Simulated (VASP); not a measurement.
Here is a VASP 6.6.1 calculation.

File INCAR:

```
SYSTEM = TiC
ALGO     = Normal         ! electronic algorithm
EDIFF    = 1E-6           ! SCF threshold, eV
EDIFFG   = -0.01          ! ionic threshold
ENCUT    = 600            ! plane-wave cutoff, eV
GGA      = PE             ! functional
IBRION   = 2              ! ionic algorithm
ISIF     = 3              ! what is computed and relaxed
ISMEAR   = -1             ! smearing method
LASPH    = .TRUE.         ! aspherical terms in the spheres
LCHARG   = .FALSE.        ! write CHGCAR
LREAL    = .FALSE.        ! projectors in reciprocal space
LWAVE    = .FALSE.        ! write WAVECAR
NELM     = 80             ! most SCF steps
NSW      = 60             ! ionic steps
PREC     = Accurate       ! precision mode
PSTRESS  = 100.0        
SIGMA    = 0.05           ! smearing width, eV
```

The input KPOINTS:

```
k-points
0
G
  11 11 11
  0 0 0
```

Contents of POSCAR:

```
TiC
1.0
    0.0000000000      2.1657188437      2.1657188437
    2.1657188437      0.0000000000      2.1657188437
    2.1657188437      2.1657188437      0.0000000000
Ti C
1 1
Direct
    0.0000000000      0.0000000000      0.0000000000
    0.5000000000      0.5000000000      0.5000000000
```

Potentials or basis: VASP PAW PBE potentials, release 64 (Ti_sv, C).

Launch:

```sh
$ cat potpaw_PBE.64/Ti_sv/POTCAR potpaw_PBE.64/C/POTCAR > POTCAR
$ mpirun -np 1 vasp_std > vasp.out
```

**Question.** Estimate the relaxed cell.

**Answer.** a = 3.027 Å, b = 3.027 Å, c = 3.027 Å, α = 60.00°, β = 60.00°, γ = 60.00°.

**Question.** What does it give for the space group after relaxing (to 0.05 Å)?

**Answer.** Fm-3m (No. 225).

The path:
| step | energy change (eV) | largest force (eV/Å) | pressure (GPa) | volume (Å³) |
| --- | --- | --- | --- | --- |
| 1 | 0.0000 | 0.0000 | 0.38 | 20.32 |
| 2 | 0.1395 | 0.0000 | 27.16 | 18.58 |
| 3 | 0.0218 | 0.0000 | 9.86 | 19.61 |

Caveat: the cell is relaxed towards a set pressure, so the enthalpy falls and the energy may rise.
